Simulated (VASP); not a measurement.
# V (Im-3m) in VASP: further runs

The runs below take V through single point, with RPBE.

All numbers are computed with VASP 6.6.1; they aren't measurements. Logs are shortened: lines on timing, memory, paths and dates and some standing lists are left out, and cuts for length are marked.

## (1) The cell of the first run

Symmetry: Im-3m, No. 229, cubic system. The conventional cell has a = 2.896 Å, b = 2.896 Å, c = 2.896 Å, α = 90.00°, β = 90.00°, γ = 90.00°. V (site symmetry m-3m) has 14 V at 2.51 to 2.90 Å within 3.3 Å.

## (2) Single point, RPBE (volume scaled by 0.88)

The input, INCAR:

```
SYSTEM = V
PREC = Accurate
ENCUT = 520
EDIFF = 1E-6
ISMEAR = -1
SIGMA = 0.1
LREAL = .FALSE.
LASPH = .TRUE.
NELM = 60
ALGO = Normal
ISIF = 2
LWAVE = .FALSE.
LCHARG = .TRUE.
GGA = RP
LELF = .TRUE.
LVHAR = .TRUE.
NBANDS = 12
```

The input, KPOINTS:

```
regular mesh
0
G
  24 24 24
  0 0 0
```

The input, POSCAR:

```
V
1.0
   -1.4481867492      1.4481867492      1.4481867492
    1.4481867492     -1.4481867492      1.4481867492
    1.4481867492      1.4481867492     -1.4481867492
V
1
Direct
    0.0000000000      0.0000000000      0.0000000000
```

Potentials or basis: VASP PAW PBE potentials, release 64 (V_sv).

The run is started by

```bash
> cat potpaw_PBE.64/V_sv/POTCAR > POTCAR
> mpirun -np 1 vasp_std > vasp.out
```

OUTCAR:

```text
SYSTEM = V
   PREC = Accurate
   ENCUT = 520
   EDIFF = 1E-6
   ISMEAR = -1
   LREAL = .FALSE.
   LASPH = .TRUE.
   NELM = 60
   ISIF = 2
   GGA = RP

 ion  position               nearest neighbor table
   1  0.000  0.000  0.000-

  LATTYP: Found a body centered cubic cell.
 ALAT       =     2.8963734984

  Lattice vectors:

 A1 = (  -1.4481867492,   1.4481867492,   1.4481867492)
 A2 = (   1.4481867492,  -1.4481867492,   1.4481867492)
 A3 = (   1.4481867492,   1.4481867492,  -1.4481867492)

Analysis of symmetry for initial positions (statically):
=====================================================================
 Subroutine PRICEL returns:
 Original cell was already a primitive cell.

 Routine SETGRP: Setting up the symmetry group for a
 body centered cubic supercell.

 Subroutine GETGRP returns: Found 48 space group operations
 (whereof 48 operations were pure point group operations)
 out of a pool of 48 trial point group operations.

The static configuration has the point symmetry O_h .

Analysis of symmetry for dynamics (positions and initial velocities):
=====================================================================
 Subroutine PRICEL returns:
 Original cell was already a primitive cell.

 Routine SETGRP: Setting up the symmetry group for a
 body centered cubic supercell.

 Subroutine GETGRP returns: Found 48 space group operations
 (whereof 48 operations were pure point group operations)
 out of a pool of 48 trial point group operations.

The dynamic configuration has the point symmetry O_h .

 Subroutine INISYM returns: Found 48 space group operations
 (whereof 48 operations are pure point group operations),
 and found     1 'primitive' translations

----------------------------------------------------------------------------------------

                                     Primitive cell

  volume of cell :      12.1488

  direct lattice vectors                    reciprocal lattice vectors
    -1.448186749  1.448186749  1.448186749     0.000000000  0.345259339  0.345259339
     1.448186749 -1.448186749  1.448186749     0.345259339  0.000000000  0.345259339
     1.448186749  1.448186749 -1.448186749     0.345259339  0.345259339  0.000000000

  length of vectors
     2.508333028  2.508333028  2.508333028     0.488270440  0.488270440  0.488270440

  position of ions in fractional coordinates (direct lattice)
     0.000000000  0.000000000  0.000000000

  ion indices of the primitive-cell ions
   primitive index   ion index
                 1           1

----------------------------------------------------------------------------------------

 KPOINTS: regular mesh

Automatic generation of k-mesh.
 Grid dimensions read from file:
 generate k-points for:   24   24   24

 Generating k-lattice:

  Cartesian coordinates                     Fractional coordinates (reciprocal lattice)
     0.000000000  0.014385806  0.014385806     0.041666667  0.000000000  0.000000000
     0.014385806  0.000000000  0.014385806     0.000000000  0.041666667  0.000000000
     0.014385806  0.014385806  0.000000000     0.000000000  0.000000000  0.041666667

  Length of vectors
     0.020344602  0.020344602  0.020344602

  Shift w.r.t. Gamma in fractional coordinates (k-lattice)
     0.000000000  0.000000000  0.000000000

 Subroutine IBZKPT returns following result:
 ===========================================

 Found    413 irreducible k-points:

 Following reciprocal coordinates:
            Coordinates               Weight
  0.000000  0.000000  0.000000      1.000000
  0.041667  0.000000  0.000000     12.000000
  0.083333  0.000000  0.000000     12.000000
  0.125000  0.000000  0.000000     12.000000
  0.166667  0.000000  0.000000     12.000000
  0.208333  0.000000  0.000000     12.000000
[... 16 lines left out ...]
  0.416667  0.041667  0.000000     48.000000
  0.458333  0.041667  0.000000     48.000000
 [... further k-points ...]
   k-points           NKPTS =    413   k-points in BZ     NKDIM =    413   number of bands    NBANDS=     12
   number of dos      NEDOS =    301   number of ions     NIONS =      1
   total plane-waves  NPLWV =   8000
   dimension x,y,z NGX =    20 NGY =   20 NGZ =   20
   dimension x,y,z NGXF=    40 NGYF=   40 NGZF=   40
   ions per type =               1
   NGX,Y,Z   is equivalent  to a cutoff of  13.26, 13.26, 13.26 a.u.
   NGXF,Y,Z  is equivalent  to a cutoff of  26.51, 26.51, 26.51 a.u.
 SYSTEM =  V
   PREC   = accura    normal or accurate (medium, high low for compatibility)
   ISTART =      0    job   : 0-new  1-cont  2-samecut
   ICHARG =      2    charge: 1-file 2-atom 10-const
   ISPIN  =      1    spin polarized calculation?
   LNONCOLLINEAR =      F non collinear calculations
   LSORBIT =      F    spin-orbit coupling
   LASPH  =      T    aspherical Exc in radial PAW
   ENCUT  =  520.0 eV  38.22 Ry    6.18 a.u.   4.66  4.66  4.66*2*pi/ulx,y,z
   NELM   =     60;   NELMIN=  2; NELMDL= -5     # of ELM steps
   EDIFF  = 0.1E-05   stopping-criterion for ELM
   LREAL  =      F    real-space projection
[... 7 lines left out ...]
   TEBEG  =    0.0;   TEEND  =   0.0 temperature during run
   PSTRESS=    0.0 pullay stress
   NELECT =      13.0000    total number of electrons
   NUPDOWN=      -1.0000    fix difference up-down
   EMIN   =  10.00;   EMAX   =-10.00  energy-range for DOS
   EFERMI =   0.00;   METHOD = LEGACY
   ISMEAR =    -1;   SIGMA  =   0.10  broadening in eV -4-tet -1-fermi 0-gaus
   EFERMI_NEDOS =   21; number of points for ismear=-14 and -15
   IALGO  =     38    algorithm
   IMIX   =      4    mixing-type and parameters
     AMIX     =   0.40;   BMIX     =  1.00
     AMIX_MAG =   1.60;   BMIX_MAG =  1.00
  volume/ion in A,a.u.               =      12.15        81.98
  Fermi-wavevector in a.u.,A,eV,Ry     =   1.674473  3.164294 38.148811  2.803859
  Thomas-Fermi vector in A             =   2.759262
   LORBIT       =      0    0 simple, 1 ext, 2 COOP (PROOUT), +10 PAW based schemes
   GGA     = RP    functional components
   LHFCALC =     F    Hartree Fock is set to
   AEXX    =    0.0000 exact exchange contribution
   IVDW    =     0    specifies the selected vdW correction
   LEPSILON=     F    determine dielectric tensor
   LRPA    =     F    only Hartree local field effects (RPA)
 non-spin polarized calculation
  energy-cutoff  :      520.00
  volume of cell :       12.15
 maximum number of plane-waves:       370
   NGX =  9   NGY =  9   NGZ =  9

 number of electron      13.0000002 magnetization

 Free energy of the ion-electron system (eV)
  ---------------------------------------------------
  ext. energy  EPLUGINS =         0.00000000
  ---------------------------------------------------
  free energy    TOTEN  =        -8.40386786 eV

  energy without entropy =       -8.35316878  energy(sigma->0) =       -8.37851832

 E-fermi :  11.1847     XC(G=0): -13.3572

 val. band max:       11.1781838362   @ k =  -0.2917   0.4167   0.1250
 cond. band min:      11.1874501392   @ k =   0.2917   0.0417  -0.0000
 fundamental gap:      0.0092663030
 Fermi energy:        11.1847065006

 k-point     1 :       0.0000    0.0000    0.0000
  band No.  band energies     occupation
      1     -52.5799      2.00000
      2     -25.6160      2.00000
      3     -25.6160      2.00000
      4     -25.6160      2.00000
      5       4.3694      2.00000
      6      11.5995      0.03111
      7      11.5995      0.03111
      8      11.5995      0.03111
      9      13.8879      0.00000
     10      13.8879      0.00000
     11      32.4474      0.00000
     12      32.4474      0.00000

 k-point     2 :       0.0417    0.0000    0.0000
  band No.  band energies     occupation
      1     -52.5750      2.00000
      2     -25.6382      2.00000
      3     -25.6226      2.00000
      4     -25.6162      2.00000
      5       4.4471      2.00000
      6      11.5641      0.04404
      7      11.5925      0.03330
      8      11.6571      0.01760
      9      13.8447      0.00000
     10      13.8900      0.00000
     11      32.3560      0.00000
     12      32.4499      0.00000

 k-point     3 :       0.0833    0.0000    0.0000
  band No.  band energies     occupation
      1     -52.5606      2.00000
      2     -25.7029      2.00000
      3     -25.6419      2.00000
      4     -25.6168      2.00000
      5       4.6761      2.00000
      6      11.4615      0.11812
      7      11.5651      0.04358
      8      11.8280      0.00321
      9      13.7326      0.00000
     10      13.8970      0.00000
     11      32.0697      0.00000
     12      32.4255      0.00000
[... 286 lines left out ...]
 k-point    23 :       0.4167    0.0417    0.0000
  band No.  band energies     occupation
      1     -52.2967      2.00000
      2     -26.7976      2.00000
      3     -25.9844      2.00000
      4     -25.6367      2.00000
      5       7.6884      2.00000
      6       9.8901      2.00000
      7      12.5900      0.00000
      8      13.9011      0.00000
      9      14.3861      0.00000
     10      15.7666      0.00000
     11      23.2818      0.00000
     12      28.0035      0.00000

 k-point    24 :       0.4583    0.0417    0.0000
  band No.  band energies     occupation
      1     -52.2866      2.00000
      2     -26.8364      2.00000
      3     -25.9972      2.00000
      4     -25.6372      2.00000
      5       7.6724      2.00000
      6       9.8388      2.00000
      7      12.9227      0.00000
      8      13.9061      0.00000
      9      14.4471      0.00000
     10      15.9700      0.00000
     11      22.7576      0.00000
     12      27.8159      0.00000

 [... further k-points ...]

------------------------ aborting loop because EDIFF is reached ----------------------------------------

  FORCE on cell =-STRESS in cart. coord.  units (eV):
  Direction    XX          YY          ZZ          XY          YZ          ZX
  --------------------------------------------------------------------------------------
  -------------------------------------------------------------------------------------
  Total        2.1489168      2.1489168      2.1489168      0.0000000      0.0000000     -0.0000000
  in kB      283.3978095    283.3978095    283.3978095      0.0000000      0.0000000     -0.0000000
  external PRESSURE =     283.3978095 kB  Pullay stress =       0.0000000 kB

 VOLUME and BASIS-vectors are now :
 -----------------------------------------------------------------------------
  energy-cutoff  :      520.00
  volume of cell :       12.15
      direct lattice vectors                 reciprocal lattice vectors
    -1.448186749  1.448186749  1.448186749     0.000000000  0.345259339  0.345259339
     1.448186749 -1.448186749  1.448186749     0.345259339  0.000000000  0.345259339
     1.448186749  1.448186749 -1.448186749     0.345259339  0.345259339  0.000000000

 POSITION                                       TOTAL-FORCE (eV/Angst)
 -----------------------------------------------------------------------------------
      0.00000      0.00000      0.00000         0.000000      0.000000      0.000000
 -----------------------------------------------------------------------------------
    total drift:                                0.000000      0.000000      0.000000

  FREE ENERGIE OF THE ION-ELECTRON SYSTEM (eV)
  ---------------------------------------------------
  free  energy   TOTEN  =        -8.4038678590 eV

  energy  without entropy=       -8.3531687850  energy(sigma->0) =       -8.37851832
```

Wall time 18 s (1 thread of Intel Xeon 6975P-C (Granite Rapids), shared host); peak memory 0.17 GiB.

What came out:

```
Free energy : -8.4039 eV
Pressure    : 28.3 GPa
```

Caveat: the PAW data sets were made with another functional, which shifts forces and pressure a little.

[end of part 1 of 2]
